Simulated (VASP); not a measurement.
A run of VASP 6.6.1:

File INCAR:

```
SYSTEM = MgSe
PREC = Accurate ; ENCUT = 600
EDIFF = 1E-6 ; ISMEAR = -1
SIGMA = 0.1 ; LREAL = .False.
LASPH = .True. ; NELM = 120
ALGO = Normal ; ISIF = 2
LWAVE = .False. ; LCHARG = .False.
GGA = PE ; NBANDS = 11
GGA_COMPAT = .False.
```

KPOINTS

```
regular mesh
0
Gamma
  8 8 8
  0 0 0
```

File POSCAR:

```
MgSe
1.0
    0.0000000000      2.7321720000      2.7321720000
    2.7321720000      0.0000000000      2.7321720000
    2.7321720000      2.7321720000      0.0000000000
Mg Se
1 1
Direct
    0.0000000000      0.0000000000      0.0000000000
    0.5000000000      0.5000000000      0.5000000000
```

Potentials or basis: VASP PAW PBE potentials, release 64 (Mg, Se).

Run with:

```console
$ cat potpaw_PBE.64/Mg/POTCAR potpaw_PBE.64/Se/POTCAR > POTCAR
$ mpirun -np 1 vasp_std > vasp.out
```

Hardware: 1 thread of AMD EPYC 9R45 (Zen 5), with other jobs on the host.

How long does it take, and how much memory?

Wall time 16 s on 1 thread of AMD EPYC 9R45 (Zen 5), with other jobs on the host, peak memory 0.14 GiB. Counts: scf iterations 12, k points 29.
